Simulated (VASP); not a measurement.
# CdTe (F-43m) in VASP: electric field gradients with PBE

Aim: the electric field gradients of CdTe with PBE.

All numbers are computed with VASP 6.6.1; they aren't measurements. Logs are shortened: lines on timing, memory, paths and dates and some standing lists are left out, and cuts for length are marked.

## Step 1: The cell of the first run

The structure is cubic, space group F-43m (No. 216). Conventional cell: a = 6.410 Å, b = 6.410 Å, c = 6.410 Å, α = 90.00°, β = 90.00°, γ = 90.00°. Cd (site symmetry -43m) has 4 Te at 2.78 Å within 3.7 Å. Within 3.7 Å of Te (site symmetry -43m) lie 4 Cd at 2.78 Å.

## Step 2: Electric field gradients, PBE, non-collinear spin, zero start, spin-orbit coupling

INCAR reads:

```
PREC = Accurate
ENCUT = 520
EDIFF = 1E-8
ISMEAR = -1
SIGMA = 0.08
LREAL = False
LASPH = True
NELM = 150
ALGO = Normal
ISIF = 2
LWAVE = False
LCHARG = False
MAGMOM = 0 0 0 0 0 0
LORBIT = 11
LSORBIT = True
GGA_COMPAT = False
LORBMOM = True
GGA = PE
LEFG = True
NBANDS = 30
```

KPOINTS reads:

```
Automatic mesh
0
Gamma
  10 10 10
```

POSCAR reads:

```
CdTe
1.0
    0.0000000000      3.2050000000      3.2050000000
    3.2050000000      0.0000000000      3.2050000000
    3.2050000000      3.2050000000      0.0000000000
Cd Te
1 1
Direct
    0.0000000000      0.0000000000      0.0000000000
    0.7500000000      0.7500000000      0.7500000000
```

Potentials or basis: VASP PAW PBE potentials, release 64 (Cd, Te).

Run with:

```
cat potpaw_PBE.64/Cd/POTCAR potpaw_PBE.64/Te/POTCAR > POTCAR
mpirun -np 1 vasp_ncl > vasp.out
```

OUTCAR:

```text
PREC = Accurate
   ENCUT = 520
   EDIFF = 1E-8
   ISMEAR = -1
   LREAL = False
   LASPH = True
   NELM = 150
   ISIF = 2
   LORBIT = 11
   LSORBIT = True
   GGA = PE

 ion  position               nearest neighbor table
   1  0.000  0.000  0.000-   2 2.78   2 2.78   2 2.78   2 2.78
   2  0.750  0.750  0.750-   1 2.78   1 2.78   1 2.78   1 2.78

  LATTYP: Found a face centered cubic cell.
 ALAT       =     6.4100000000

  Lattice vectors:

 A1 = (   0.0000000000,   3.2050000000,   3.2050000000)
 A2 = (   3.2050000000,   0.0000000000,   3.2050000000)
 A3 = (   3.2050000000,   3.2050000000,   0.0000000000)

Analysis of symmetry for initial positions (statically):
=====================================================================
 Subroutine PRICEL returns:
 Original cell was already a primitive cell.

 Routine SETGRP: Setting up the symmetry group for a
 face centered cubic supercell.

 Subroutine GETGRP returns: Found 24 space group operations
 (whereof 24 operations were pure point group operations)
 out of a pool of 48 trial point group operations.

The static configuration has the point symmetry T_d .

Analysis of symmetry for dynamics (positions and initial velocities):
=====================================================================
 Subroutine PRICEL returns:
 Original cell was already a primitive cell.

 Routine SETGRP: Setting up the symmetry group for a
 face centered cubic supercell.

 Subroutine GETGRP returns: Found 24 space group operations
 (whereof 24 operations were pure point group operations)
 out of a pool of 48 trial point group operations.

The dynamic configuration has the point symmetry T_d .

Analysis of structural, dynamic, and magnetic symmetry:
=====================================================================
 Subroutine PRICEL returns:
 Original cell was already a primitive cell.

 Routine SETGRP: Setting up the symmetry group for a
 face centered cubic supercell.

 Subroutine GETGRP returns: Found 24 space group operations
 (whereof 24 operations were pure point group operations)
 out of a pool of 48 trial point group operations.

The overall configuration has the point symmetry T_d .

 Subroutine INISYM returns: Found 24 space group operations
 (whereof 24 operations are pure point group operations),
 and found     1 'primitive' translations

----------------------------------------------------------------------------------------

                                     Primitive cell

  volume of cell :      65.8437

  direct lattice vectors                    reciprocal lattice vectors
     0.000000000  3.205000000  3.205000000    -0.156006240  0.156006240  0.156006240
     3.205000000  0.000000000  3.205000000     0.156006240 -0.156006240  0.156006240
     3.205000000  3.205000000  0.000000000     0.156006240  0.156006240 -0.156006240

  length of vectors
     4.532554467  4.532554467  4.532554467     0.270210734  0.270210734  0.270210734

  position of ions in fractional coordinates (direct lattice)
     0.000000000  0.000000000  0.000000000
     0.750000000  0.750000000  0.750000000

  ion indices of the primitive-cell ions
   primitive index   ion index
                 1           1
                 2           2

----------------------------------------------------------------------------------------

 KPOINTS: Automatic mesh

Automatic generation of k-mesh.
 Grid dimensions read from file:
 generate k-points for:   10   10   10
[... 924 lines left out ...]
  Total        1.8187744      1.8187744      1.8187744      0.0000000      0.0000000     -0.0000000
  in kB       44.2563211     44.2563211     44.2563211      0.0000000      0.0000000     -0.0000000
  external PRESSURE =      44.2563211 kB  Pullay stress =       0.0000000 kB

 VOLUME and BASIS-vectors are now :
 -----------------------------------------------------------------------------
  energy-cutoff  :      520.00
  volume of cell :       65.84
      direct lattice vectors                 reciprocal lattice vectors
     0.000000000  3.205000000  3.205000000    -0.156006240  0.156006240  0.156006240
     3.205000000  0.000000000  3.205000000     0.156006240 -0.156006240  0.156006240
     3.205000000  3.205000000  0.000000000     0.156006240  0.156006240 -0.156006240

 POSITION                                       TOTAL-FORCE (eV/Angst)
 -----------------------------------------------------------------------------------
      0.00000      0.00000      0.00000         0.000000      0.000000      0.000000
      4.80750      4.80750      4.80750        -0.000000     -0.000000     -0.000000
 -----------------------------------------------------------------------------------
    total drift:                               -0.000000     -0.000000     -0.000000

  FREE ENERGIE OF THE ION-ELECTRON SYSTEM (eV)
  ---------------------------------------------------
  free  energy   TOTEN  =        -4.8533466147 eV

  energy  without entropy=       -4.8532612160  energy(sigma->0) =       -4.85330392

 Electric field gradients (V/A^2)
---------------------------------------------------------------------
 ion       V_xx      V_yy      V_zz      V_xy      V_xz      V_yz
---------------------------------------------------------------------
   1      -0.000    -0.000     0.000     0.001     0.001     0.001
   2       0.000     0.000    -0.000    -0.000    -0.000    -0.000
---------------------------------------------------------------------

 Electric field gradients after diagonalization (V/A^2)
 (convention: |V_zz| > |V_xx| > |V_yy|)
----------------------------------------------------------------------
 ion       V_xx      V_yy      V_zz     asymmetry (V_yy - V_xx)/ V_zz
----------------------------------------------------------------------
   1      -0.001    -0.001     0.001       0.000
   2       0.000     0.000    -0.000       0.000
----------------------------------------------------------------------

           NMR quadrupolar parameters

 Cq : quadrupolar parameter    Cq=e*Q*V_zz/h
 eta: asymmetry parameters     (V_yy - V_xx)/ V_zz
 Q  : nuclear electric quadrupole moment in mb (millibarn)
----------------------------------------------------------------------
 ion       Cq(MHz)       eta       Q (mb)
----------------------------------------------------------------------
   1       0.000       0.000       1.000
   2      -0.000       0.000       1.000
----------------------------------------------------------------------

 orbital moment (x)

 # of ion     p       d       tot
 ----------------------------------------
  1         0.000  -0.000  -0.000
  2         0.000   0.000   0.000
 ----------------------------------------
            0.000  -0.000  -0.000

 orbital moment (y)

 # of ion     p       d       tot
 ----------------------------------------
  1         0.000   0.000   0.000
  2        -0.000  -0.000  -0.000
 ----------------------------------------
            0.000   0.000   0.000

 orbital moment (z)

 # of ion     p       d       tot
 ----------------------------------------
  1         0.000  -0.000  -0.000
  2         0.000   0.000   0.000
 ----------------------------------------
            0.000  -0.000  -0.000

 Spin-Orbit-Coupling matrix elements

 Ion:    1  E_soc:     -0.0620037
 l=   1
     0.0000000    -0.0033395    -0.0033395
    -0.0033395     0.0000000    -0.0033395
    -0.0033395    -0.0033395     0.0000000
 l=   2
     0.0000000    -0.0014058     0.0000000    -0.0014058    -0.0055886
    -0.0014058     0.0000000    -0.0041915    -0.0014058    -0.0013972
     0.0000000    -0.0041915     0.0000000    -0.0041915     0.0000000
    -0.0014058    -0.0014058    -0.0041915     0.0000000    -0.0013972
    -0.0055886    -0.0013972     0.0000000    -0.0013972     0.0000000
 l=   3
     0.0000000     0.0000000     0.0000000     0.0000000     0.0000000     0.0000000     0.0000000
     0.0000000     0.0000000     0.0000000     0.0000000     0.0000000     0.0000000     0.0000000
     0.0000000     0.0000000     0.0000000     0.0000000     0.0000000     0.0000000     0.0000000
     0.0000000     0.0000000     0.0000000     0.0000000     0.0000000     0.0000000     0.0000000
     0.0000000     0.0000000     0.0000000     0.0000000     0.0000000     0.0000000     0.0000000
     0.0000000     0.0000000     0.0000000     0.0000000     0.0000000     0.0000000     0.0000000
     0.0000000     0.0000000     0.0000000     0.0000000     0.0000000     0.0000000     0.0000000

 Ion:    2  E_soc:     -0.1924225
 l=   1
     0.0000000    -0.0319892    -0.0319892
    -0.0319892     0.0000000    -0.0319892
    -0.0319892    -0.0319892     0.0000000
 l=   2
     0.0000000    -0.0000318     0.0000000    -0.0000318    -0.0000495
    -0.0000318     0.0000000    -0.0000371    -0.0000318    -0.0000124
     0.0000000    -0.0000371     0.0000000    -0.0000371     0.0000000
    -0.0000318    -0.0000318    -0.0000371     0.0000000    -0.0000124
    -0.0000495    -0.0000124     0.0000000    -0.0000124     0.0000000
 l=   3
     0.0000000     0.0000000     0.0000000     0.0000000     0.0000000     0.0000000     0.0000000
     0.0000000     0.0000000     0.0000000     0.0000000     0.0000000     0.0000000     0.0000000
     0.0000000     0.0000000     0.0000000     0.0000000     0.0000000     0.0000000     0.0000000
     0.0000000     0.0000000     0.0000000     0.0000000     0.0000000     0.0000000     0.0000000
     0.0000000     0.0000000     0.0000000     0.0000000     0.0000000     0.0000000     0.0000000
     0.0000000     0.0000000     0.0000000     0.0000000     0.0000000     0.0000000     0.0000000
     0.0000000     0.0000000     0.0000000     0.0000000     0.0000000     0.0000000     0.0000000

 total charge

# of ion       s       p       d       tot
------------------------------------------
    1        0.478   0.338   9.530  10.345
    2        1.350   2.077   0.024   3.451
--------------------------------------------------
tot          1.828   2.415   9.554  13.796

 magnetization (x)

# of ion       s       p       d       tot
------------------------------------------
    1        0.000   0.000   0.000   0.000
    2        0.000  -0.000   0.000   0.000
--------------------------------------------------
tot          0.000  -0.000   0.000   0.000

 magnetization (y)

# of ion       s       p       d       tot
------------------------------------------
    1        0.000   0.000   0.000   0.000
    2        0.000  -0.000   0.000   0.000
--------------------------------------------------
tot          0.000  -0.000   0.000   0.000

 magnetization (z)

# of ion       s       p       d       tot
------------------------------------------
    1        0.000   0.000   0.000   0.000
    2       -0.000   0.000   0.000   0.000
--------------------------------------------------
tot          0.000   0.000   0.000   0.000
```

It took 9.7 min on 1 thread of Oxide Virtual Turin-like, shared host; peak memory 0.49 GiB.

What came out:

```yaml
Free_energy: -4.8533 eV
Pressure: 4.4 GPa
Net_moment: 0.00 μB per cell
Largest_electric_field_gradient_by_atom: under 0.05 V/Å² on every atom
Valence_electrons_inside_the_program's_atomic_spheres: Cd 10.35; Te 3.45
```

Moments on the atoms (μB; x, y, z):
```
Cd  0.00 0.00 0.00
Te  0.00 0.00 0.00
```

Caveat: the cell stands under pressure.
